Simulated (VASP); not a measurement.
A run of VASP 6.6.1 is set up as follows.

Contents of INCAR:

```
PREC     = Accurate       # precision mode
ENCUT    = 520            # plane-wave cutoff, eV
EDIFF    = 1E-7           # SCF threshold, eV
ISMEAR   = -1             # smearing method
SIGMA    = 0.1            # smearing width, eV
LREAL    = F              # projectors in reciprocal space
LASPH    = T              # aspherical terms in the spheres
NELM     = 80             # most SCF steps
ALGO     = Normal         # electronic algorithm
ISIF     = 2              # what is computed and relaxed
LWAVE    = F              # write WAVECAR
LCHARG   = T              # write CHGCAR
GGA      = RE             # functional
LELF     = T              # ELF
LVHAR    = T            
NBANDS   = 16             # bands
```

Contents of KPOINTS:

```
regular mesh
0
Gamma
  9 9 10
```

File POSCAR:

```
Se
1.0
    4.6429689212      0.0000000000      0.0000000000
   -2.3214844606      4.0209290347      0.0000000000
    0.0000000000      0.0000000000      3.3722594048
Se
3
Direct
    0.0000000000      0.0000000000      0.0000000000
    0.3333333333      0.6666666667      0.5000000000
    0.6666666667      0.3333333333      0.5000000000
```

Potentials or basis: VASP PAW PBE potentials, release 64 (Se).

Run with:

```sh
$ cat potpaw_PBE.64/Se/POTCAR > POTCAR
$ mpirun -np 1 vasp_std > vasp.out
```

**Question.** Estimate the band gap on the k mesh.

**Answer.** Zero (band 9 reaches 6.84 eV, above the bottom of band 10 at 3.60 eV).

**Question.** What does it give for the pressure?

**Answer.** 2.7 GPa.

Stress tensor (GPa, compression positive):
```
3.01 0.00 0.00
0.00 3.01 0.00
0.00 0.00 2.03
```

Caveat: the PAW data sets were made with another functional, which shifts forces and pressure a little.
